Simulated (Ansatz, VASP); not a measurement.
# One calculation of MgH2, two programs

The input INCAR:

```
SYSTEM = MgH2
PREC = Accurate
ENCUT = 600
EDIFF = 1E-6
ISMEAR = 0
SIGMA = 0.15
LREAL = .False.
LASPH = .True.
NELM = 100
ALGO = Normal
ISIF = 3
LWAVE = .False.
LCHARG = .False.
GGA = PE
IBRION = 2
NSW = 36
EDIFFG = -0.08
```

The input KPOINTS:

```
Automatic mesh
0
Gamma
  6 6 3
  0 0 0
```

The input POSCAR:

```
MgH2
1.0
    2.7560021200      0.0000000000      0.0000000000
   -1.3780010600      2.3867678500      0.0000000000
    0.0000000000      0.0000000000      4.5096874500
Mg H
1 2
Direct
    0.0000000000      0.0000000000      0.0000000000
    0.6666666700      0.3333333300      0.7528510100
    0.3333333300      0.6666666700      0.2471489900
```

Input for Ansatz:

```yaml
crystal:
  lattice:
    - [2.75600212, 0.0, 0.0]
    - [-1.37800106, 2.38676785, 0.0]
    - [0.0, 0.0, 4.50968745]
  atoms:
    - { symbol: Mg, position: [0.0, 0.0, 0.0] }
    - { symbol: H, position: [0.66666667, 0.33333333, 0.75285101] }
    - { symbol: H, position: [0.33333333, 0.66666667, 0.24714899] }
basis:
  ecutwfc: 420
kpoints:
  mp_grid: { grid: [6, 6, 3] }
hamiltonian:
  xc: pbe
scf:
  occupations: { method: gaussian, width: 0.15 }
  lower_state_search: "off"
output:
  forces: true
  stress: true
  eigenvalues: true
relax:
  adjacent_minimum: "off"
  f_tol: 0.08
  max_steps: 16
  cell: { stress_tol: 0.8 }
```

Change from the starting cell: species swapped into the CrSe2 type (P-3m1, No. 164).

Alike in both runs: task relaxation of cell and atoms; functional PBE; k mesh 6 × 6 × 3; occupations gaussian, width 0.15 eV; no spin polarisation.

|  | VASP | Ansatz |
| --- | --- | --- |
| version | VASP 6.6.1 | Ansatz 0.2.0 |
| potentials or method | VASP PAW PBE potentials, release 64 (Mg, H), cutoff 600 eV | scalar-relativistic, plane waves, PAW |
| valence electrons in the cell | 4 | 12 |

|  | VASP | Ansatz | Ansatz less VASP |
| --- | --- | --- | --- |
| gap on the k mesh at the Fermi level, each at its own relaxed structure (eV) | 4.09 | 4.46 | +0.377 |
| relaxed volume (Å³/atom) | 11.07 | 12.08 | +1.011 |
| relaxed cell length with the largest relative difference (Å) | 4.257 | 4.607 | +0.3497 |

One of these differences is far larger than is usual between the two programs; its cause wasn't traced. VASP's potentials hold 4 valence electrons a cell and Ansatz's 12, so a difference there can come from the potentials and not from the codes.

The k mesh is coarse, so the values compare programs but aren't converged.
